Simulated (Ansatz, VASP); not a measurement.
## LaHg: VASP beside Ansatz

Contents of INCAR:

```
SYSTEM = LaHg
PREC = Accurate ; ENCUT = 500
EDIFF = 1E-6 ; ISMEAR = -1
SIGMA = 0.08 ; LREAL = .False.
LASPH = .True. ; NELM = 200
ALGO = Normal ; ISIF = 2
LWAVE = .False. ; LCHARG = .False.
GGA = CA ; NBANDS = 18
GGA_COMPAT = .False. ; LMAXMIX = 6
```

KPOINTS

```
regular mesh
0
Gamma
  11 11 11
  0 0 0
```

Contents of POSCAR:

```
LaHg
1.0
    3.7851422917      0.0000000000      0.0000000000
    0.0000000000      3.7851422917      0.0000000000
    0.0000000000      0.0000000000      3.7851422917
La Hg
1 1
Direct
    0.5000000000      0.5000000000      0.5000000000
    0.0000000000      0.0000000000      0.0000000000
```

Input for Ansatz:

```yaml
crystal:
  lattice:
    - [3.7851422917, 0.0, 0.0]
    - [0.0, 3.7851422917, 0.0]
    - [0.0, 0.0, 3.7851422917]
  atoms:
    - { symbol: La, position: [0.5, 0.5, 0.5] }
    - { symbol: Hg, position: [0.0, 0.0, 0.0] }
kpoints:
  mp_grid: { grid: [11, 11, 11] }
  band_path:
    path:
      - [0.0, 0.0, 0.0]
      - [0.0, 0.5, 0.0]
      - [0.5, 0.5, 0.0]
      - [0.0, 0.0, 0.0]
      - [0.5, 0.5, 0.5]
      - [0.0, 0.5, 0.0]
      - [0.5, 0.5, 0.5]
      - [0.5, 0.5, 0.0]
    npoints: 5
scf:
  occupations: { method: fermi_dirac, width: 0.08 }
hamiltonian:
  xc: lda
  pseudopotentials: { kind: all_electron, lapw: { basis_error: 0.001 } }
output:
  forces: true
  stress: true
  eigenvalues: true
```

Change from the starting cell: volume scaled by 0.96.

Alike in both runs: task single point; functional LDA; k mesh 11 × 11 × 11; occupations fermi-dirac, width 0.08 eV; no spin polarisation.

|  | VASP | Ansatz |
| --- | --- | --- |
| version | VASP 6.6.1 | Ansatz 0.2.0 |
| potentials or method | VASP PAW LDA potentials, release 64 (La, Hg), cutoff 500 eV | all-electron LAPW, scalar-relativistic |

|  | VASP | Ansatz | Ansatz less VASP |
| --- | --- | --- | --- |
| pressure (GPa) | 0.8 | 0.6 | -0.19 |

LDA's correlation is that of Perdew and Zunger in VASP and of Perdew and Wang (1992) in Ansatz. Ansatz ran all-electron here, and VASP with PAW potentials.

Spin-orbit coupling is off throughout.
